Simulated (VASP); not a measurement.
# MnO (Fm-3m) in VASP: a series of runs, part 2 of 2

VASP 6.6.1.

## Step 4: Single point, LDA, collinear spin, ferromagnetic start

This run uses another cell than the first one, of 11.00 Å³/atom.

Contents of INCAR:

```
PREC     = Accurate       # precision mode
ENCUT    = 520            # plane-wave cutoff, eV
EDIFF    = 1E-6           # SCF threshold, eV
ISMEAR   = 0              # smearing method
SIGMA    = 0.05           # smearing width, eV
LREAL    = F              # projectors in reciprocal space
LASPH    = T              # aspherical terms in the spheres
NELM     = 150            # most SCF steps
ALGO     = Normal         # electronic algorithm
ISIF     = 2              # what is computed and relaxed
LWAVE    = F              # write WAVECAR
LCHARG   = F              # write CHGCAR
ISPIN    = 2              # spin polarisation
MAGMOM   = 4 0            # initial moments
LORBIT   = 11             # projections on sites
LMAXMIX  = 4              # l up to which the mixer works
NBANDS   = 20             # bands
```

Contents of KPOINTS:

```
regular mesh
0
Gamma
  10 10 10
```

Contents of POSCAR:

```
MnO
1.0
    0.0000000000      2.2239077028      2.2239077028
    2.2239077028      0.0000000000      2.2239077028
    2.2239077028      2.2239077028      0.0000000000
Mn O
1 1
Direct
    0.0000000000      0.0000000000      0.0000000000
    0.5000000000      0.5000000000      0.5000000000
```

Potentials or basis: VASP PAW LDA potentials, release 64 (Mn_pv, O).

Started as:

```sh
$ cat potpaw_LDA.64/Mn_pv/POTCAR potpaw_LDA.64/O/POTCAR > POTCAR
$ mpirun -np 1 vasp_std > vasp.out
```

OUTCAR:

```text
PREC = Accurate
   ENCUT = 520
   EDIFF = 1E-6
   ISMEAR = 0
   LREAL = F
   LASPH = T
   NELM = 150
   ISIF = 2
   ISPIN = 2
   LORBIT = 11

 ion  position               nearest neighbor table
   1  0.000  0.000  0.000-   2 2.22   2 2.22   2 2.22   2 2.22   2 2.22   2 2.22
   2  0.500  0.500  0.500-   1 2.22   1 2.22   1 2.22   1 2.22   1 2.22   1 2.22

  LATTYP: Found a face centered cubic cell.
 ALAT       =     4.4478154056

  Lattice vectors:

 A1 = (   0.0000000000,   2.2239077028,   2.2239077028)
 A2 = (   2.2239077028,   0.0000000000,   2.2239077028)
 A3 = (   2.2239077028,   2.2239077028,   0.0000000000)

Analysis of symmetry for initial positions (statically):
=====================================================================
 Subroutine PRICEL returns:
 Original cell was already a primitive cell.

 Routine SETGRP: Setting up the symmetry group for a
 face centered cubic supercell.

 Subroutine GETGRP returns: Found 48 space group operations
[... 748 lines left out ...]
      3     -38.4670      1.00000
      4     -12.4138      1.00000
      5       3.7624      1.00000
      6       3.7624      1.00000
[... 541 lines left out ...]
     19      32.7991      0.00000
     20      34.4675      0.00000

 [... further k-points ...]

------------------------ aborting loop because EDIFF is reached ----------------------------------------

  FORCE on cell =-STRESS in cart. coord.  units (eV):
  Direction    XX          YY          ZZ          XY          YZ          ZX
  --------------------------------------------------------------------------------------
  -------------------------------------------------------------------------------------
  Total       -2.4489806     -2.4489806     -2.4489806     -0.0000000      0.0000000      0.0000000
  in kB     -178.3674693   -178.3674693   -178.3674693     -0.0000000      0.0000000      0.0000000
  external PRESSURE =    -178.3674693 kB  Pullay stress =       0.0000000 kB

 VOLUME and BASIS-vectors are now :
 -----------------------------------------------------------------------------
  energy-cutoff  :      520.00
  volume of cell :       22.00
      direct lattice vectors                 reciprocal lattice vectors
     0.000000000  2.223907703  2.223907703    -0.224829474  0.224829474  0.224829474
     2.223907703  0.000000000  2.223907703     0.224829474 -0.224829474  0.224829474
     2.223907703  2.223907703  0.000000000     0.224829474  0.224829474 -0.224829474

 POSITION                                       TOTAL-FORCE (eV/Angst)
 -----------------------------------------------------------------------------------
      0.00000      0.00000      0.00000         0.000000      0.000000      0.000000
      2.22391      2.22391      2.22391         0.000000      0.000000      0.000000
 -----------------------------------------------------------------------------------
    total drift:                                0.000000     -0.000000     -0.000000

  FREE ENERGIE OF THE ION-ELECTRON SYSTEM (eV)
  ---------------------------------------------------
  free  energy   TOTEN  =       -17.5820200129 eV

  energy  without entropy=      -17.5799700547  energy(sigma->0) =      -17.58099503

 total charge

# of ion       s       p       d       tot
------------------------------------------
    1        0.206   6.176   4.995  11.377
    2        1.550   3.374   0.000   4.924
--------------------------------------------------
tot          1.756   9.550   4.995  16.301

 magnetization (x)

# of ion       s       p       d       tot
------------------------------------------
    1        0.029   0.020   4.062   4.111
    2        0.029   0.152   0.000   0.180
--------------------------------------------------
tot          0.058   0.171   4.062   4.291
```

stdout:

```text
POSCAR found type information on POSCAR MnO
 POSCAR found :  2 types and       2 ions
 scaLAPACK will be used
 LDA part: xc-table for (Slater(with rela. corr.)+CA(PZ))
 , standard interpolation
 POSCAR, INCAR and KPOINTS ok, starting setup
 FFT: planning ... GRIDC
 FFT: planning ... GRID_SOFT
 FFT: planning ... GRID
 WAVECAR not read
 entering main loop
```

Wall time 49 s (1 thread of Intel Xeon 8259CL, shared host); peak memory 0.15 GiB.

What came out:

```yaml
Free_energy: -17.5820 eV
Pressure: -17.8 GPa
Net_moment: 4.52 μB per cell
Site_moments: Mn +4.11; O +0.18 μB
Valence_electrons_inside_the_program's_atomic_spheres: Mn 11.38; O 4.92
```

Caveat: the cell stands under tension; a cell with one magnetic atom can't hold antiferromagnetic order, which such compounds often take; semilocal functionals often make such compounds metallic where correlation or magnetic order opens a gap, which also shifts bond lengths. With open d or f shells a metallic result of LDA can be an artefact of self-interaction; +U or a hybrid may open a gap.

## Step 5: Single point, PBE, collinear spin, ferromagnetic start

This run uses another cell than the first one, of 11.00 Å³/atom.

Contents of INCAR:

```
SYSTEM = MnO
ALGO = Normal ; EDIFF = 1E-7
ENCUT = 520 ; GGA = PE
ISIF = 2 ; ISMEAR = 0
ISPIN = 2 ; LASPH = .True.
LCHARG = .True. ; LELF = .True.
LMAXMIX = 4 ; LORBIT = 11
LREAL = .False. ; LVHAR = .True.
LWAVE = .False. ; MAGMOM = 4 0
NBANDS = 20 ; NELM = 150
PREC = Accurate ; SIGMA = 0.03
```

Contents of KPOINTS:

```
k-points
0
Gamma
  10 10 10
  0 0 0
```

POSCAR is that of step 4.

Potentials or basis: VASP PAW PBE potentials, release 64 (Mn_pv, O).

Started as:

```sh
$ cat potpaw_PBE.64/Mn_pv/POTCAR potpaw_PBE.64/O/POTCAR > POTCAR
$ mpirun -np 1 vasp_std > vasp.out
```

Wall time 62 s (1 thread of Intel Xeon 8259CL, shared host); peak memory 0.16 GiB.

The run converged. Its results:

| Item | Value |
| --- | --- |
| Free energy | -16.4028 eV |
| Pressure | 0.4 GPa |
| Net moment | 4.80 μB per cell |
| Site moments | Mn +4.36; O +0.21 μB |
| Valence electrons inside the program's atomic spheres | Mn 11.35; O 4.98 |

Levels at points of the mesh, in eV from the Fermi level:
Spin up:
```tsv
k point	band 8	band 9	band 10	band 11	band 12	band 13	band 14	band 15	band 16	band 17
(0.00, 0.00, 0.00)	-3.20	-3.20	-3.20	-2.67	-2.67	-0.51	13.98	16.34	16.34	16.34
(0.50, 0.00, 0.00)	-2.31	-2.31	-1.87	0.22	0.22	3.49	7.74	11.88	11.88	18.46
(0.50, 0.50, 0.00)	-4.20	-2.25	-2.04	-2.04	-1.91	5.02	7.83	10.41	13.65	13.65
```
Spin down:
```csv
k point,band 5,band 6,band 7,band 8,band 9,band 10
"(0.00, 0.00, 0.00)",-3.32,-3.32,-3.32,0.78,0.78,0.78
"(0.50, 0.00, 0.00)",-7.33,-4.81,-4.81,1.96,2.01,2.01
"(0.50, 0.50, 0.00)",-6.38,-4.30,-4.30,-0.79,1.99,2.19
```

Caveat: a cell with one magnetic atom can't hold antiferromagnetic order, which such compounds often take; semilocal functionals often make such compounds metallic where correlation or magnetic order opens a gap, which also shifts bond lengths. With open d or f shells a metallic result of PBE can be an artefact of self-interaction; +U or a hybrid may open a gap.

## Step 6: Overview

| level | potentials or basis | cell | smearing | gap on the mesh (eV) | pressure (GPa) | moment (μB) |
| --- | --- | --- | --- | --- | --- | --- |
| RPBE+D4 | VASP PAW PBE potentials, release 64 (Mn_pv, O) | a = 3.135 Å, angles 60.0°, 2 atoms | fermi-dirac 0.05 eV | none | 0.3 | 4.81 |
| PBE | VASP PAW PBE potentials, release 64 (Mn_pv, O) | a = 3.145 Å, angles 60.0°, 2 atoms | gaussian 0.013 eV | none | 0.4 | 4.80 |
| LDA | VASP PAW LDA potentials, release 64 (Mn_pv, O) | a = 3.145 Å, angles 60.0°, 2 atoms | gaussian 0.05 eV | none | -17.8 | 4.52 |
| PBE | VASP PAW PBE potentials, release 64 (Mn_pv, O) | a = 3.145 Å, angles 60.0°, 2 atoms | gaussian 0.03 eV | none | 0.4 | 4.80 |

Alike in all rows: task single point; spin collinear, ferromagnetic start; k mesh 10 × 10 × 10; cutoff (eV) 520.

Caveats: a cell with one magnetic atom can't hold antiferromagnetic order, which such compounds often take; semilocal functionals often make such compounds metallic where correlation or magnetic order opens a gap, which also shifts bond lengths; the PAW data sets were made with another functional, which shifts forces and pressure a little (at least some runs); the cell stands under tension (at least some runs).

Total energies depend on the potentials used, so only differences within one code and one set of settings carry meaning.
